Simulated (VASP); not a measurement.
A run of VASP 6.6.1:

The input INCAR:

```
SYSTEM = NaCa2
  PREC = Accurate
  ENCUT = 600
  EDIFF = 1E-6
  ISMEAR = 0
  SIGMA = 0.1
  LREAL = .FALSE.
  LASPH = .TRUE.
  NELM = 60
  ALGO = Normal
  ISIF = 3
  LWAVE = .FALSE.
  LCHARG = .FALSE.
  GGA = PE
  IBRION = 2
  NSW = 90
  EDIFFG = -0.04
```

Contents of KPOINTS:

```
Automatic mesh
0
G
  4 4 4
  0 0 0
```

The input POSCAR:

```
NaCa2
1.0
    0.0000000000      4.2692932265      4.2692932265
    4.2692932265      0.0000000000      4.2692932265
    4.2692932265      4.2692932265      0.0000000000
Na Ca
2 4
Direct
    0.0000000000      0.0000000000      0.0000000000
    0.2500000000      0.2500000000      0.2500000000
    0.6250000000      0.6250000000      0.6250000000
    0.1250000000      0.6250000000      0.6250000000
    0.6250000000      0.6250000000      0.1250000000
    0.6250000000      0.1250000000      0.6250000000
```

Potentials or basis: VASP PAW PBE potentials, release 64 (Na_pv, Ca_sv).

Command:

```sh
$ cat potpaw_PBE.64/Na_pv/POTCAR potpaw_PBE.64/Ca_sv/POTCAR > POTCAR
$ mpirun -np 1 vasp_std > vasp.out
```

Hardware: 1 thread of Intel Xeon 8259CL, on a shared host.

Question: Estimate the wall time of this run.

Answer: Wall time 6.7 min on 1 thread of Intel Xeon 8259CL, on a shared host, peak memory 0.35 GiB. Counts: scf iterations 48, k points 8, ion steps 4.
